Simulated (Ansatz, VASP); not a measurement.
# Two plane-wave programs on Cs2AgBiBr6

```
Cs Ag Bi Br
1.0
     0.00000    5.68401    5.68401
     5.68401    0.00000    5.68401
     5.68401    5.68401    0.00000
Cs Ag Bi Br
2 1 1 6
Direct
  0.25000 0.25000 0.25000
  0.75000 0.75000 0.75000
  0.50000 0.50000 0.50000
  0.00000 0.00000 0.00000
  0.25226 0.74774 0.25226
  0.25226 0.74774 0.74774
  0.74774 0.25226 0.74774
  0.74774 0.25226 0.25226
  0.25226 0.25226 0.74774
  0.74774 0.74774 0.25226
```

Alike in both runs: functional PBE; k mesh 4 × 4 × 4; occupations gaussian, width 0.02 eV; no spin polarisation.

Ansatz relaxed the structure, and its values are those at the end. VASP's run is a single point on that final structure, the one shown.

|  | VASP | Ansatz |
| --- | --- | --- |
| version | VASP 6.6.1 | Ansatz 0.2.0 |
| potentials or method | VASP PAW PBE potentials, release 64 (Cs_sv, Ag, Bi_d, Br), cutoff 520 eV | scalar-relativistic, plane waves, PAW |
| valence electrons in the cell | 86 | 94 |

|  | VASP | Ansatz | Ansatz less VASP |
| --- | --- | --- | --- |
| gap on the k mesh at the Fermi level (eV) | 1.28 | 1.28 | -0.005 |
| least direct gap on the mesh (eV) | 2.41 | 2.41 | -0.002 |
| pressure (GPa) | 0.6 | 0.6 | 0.00 |

VASP's potentials hold 86 valence electrons a cell and Ansatz's 94, so a difference there can come from the potentials and not from the codes. Ansatz's warnings: stress scf threshold loose.

Spin-orbit coupling is off throughout.
